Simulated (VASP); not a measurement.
## Yb2MgSe4: single point with PBE

The system is Yb2MgSe4.

```
CELL_PARAMETERS angstrom
0.00000 5.77602 5.77602
5.77602 0.00000 5.77602
5.77602 5.77602 0.00000
ATOMIC_POSITIONS crystal
Yb 0.62500 0.62500 0.62500
Yb 0.12500 0.62500 0.62500
Yb 0.62500 0.62500 0.12500
Yb 0.62500 0.12500 0.62500
Mg 0.00000 0.00000 0.00000
Mg 0.25000 0.25000 0.25000
Se 0.37700 0.37700 0.37700
Se 0.38100 0.87300 0.87300
Se 0.37700 0.37700 0.86900
Se 0.87300 0.38100 0.87300
Se 0.86900 0.37700 0.37700
Se 0.87300 0.87300 0.87300
Se 0.37700 0.86900 0.37700
Se 0.87300 0.87300 0.38100
```

- Program: VASP 6.6.1
- Task: single point
- Functional: PBE
- Potentials or basis: VASP PAW PBE potentials, release 64 (Yb, Mg, Se)
- Cutoff: 600 eV
- k mesh: 4 × 4 × 4
- Occupations: fermi-dirac, width 0.0235 eV
- Spin: no spin polarisation

```
Pressure               : 0.3 GPa
Largest force          : 0.439 eV/Å
Band gap on the k mesh : zero (bands 74 and 75 overlap by 0.47 eV)
```

Forces on the atoms (eV/Å):
```
Yb   0.000  0.000  0.000
Yb   0.000  0.000  0.000
Yb   0.000  0.000  0.000
Yb   0.000  0.000  0.000
Mg   0.000  0.000  0.000
Mg   0.000  0.000  0.000
Se   0.253  0.253  0.253
Se  -0.253  0.253  0.253
Se  -0.253 -0.253  0.253
Se   0.253 -0.253  0.253
Se   0.253 -0.253 -0.253
Se  -0.253 -0.253 -0.253
Se  -0.253  0.253 -0.253
Se   0.253  0.253 -0.253
```

Levels at points of the mesh, in eV from the Fermi level:
| k point | band 70 | band 71 | band 72 | band 73 | band 74 | band 75 | band 76 | band 77 | band 78 | band 79 |
| --- | --- | --- | --- | --- | --- | --- | --- | --- | --- | --- |
| (0.00, 0.00, 0.00) | -0.18 | -0.04 | -0.04 | -0.04 | 0.45 | 0.45 | 0.45 | 1.94 | 2.74 | 2.74 |
| (0.50, 0.00, 0.00) | -0.21 | -0.21 | -0.17 | -0.17 | 0.04 | 0.24 | 0.24 | 3.12 | 3.49 | 3.58 |
| (0.50, 0.50, 0.00) | -0.23 | -0.21 | -0.21 | -0.06 | -0.06 | 0.06 | 0.06 | 3.14 | 3.14 | 4.49 |

Wall time 61 min on 1 thread of Intel(R) Xeon(R) Platinum 8259CL CPU @ 2.50GHz (Skylake/Cascade Lake), with other jobs on the host, peak memory 0.91 GiB.

Caveat: spin-orbit coupling is left out, which moves the levels of the heavy elements. With open d or f shells a metallic result of PBE can be an artefact of self-interaction; +U or a hybrid may open a gap.
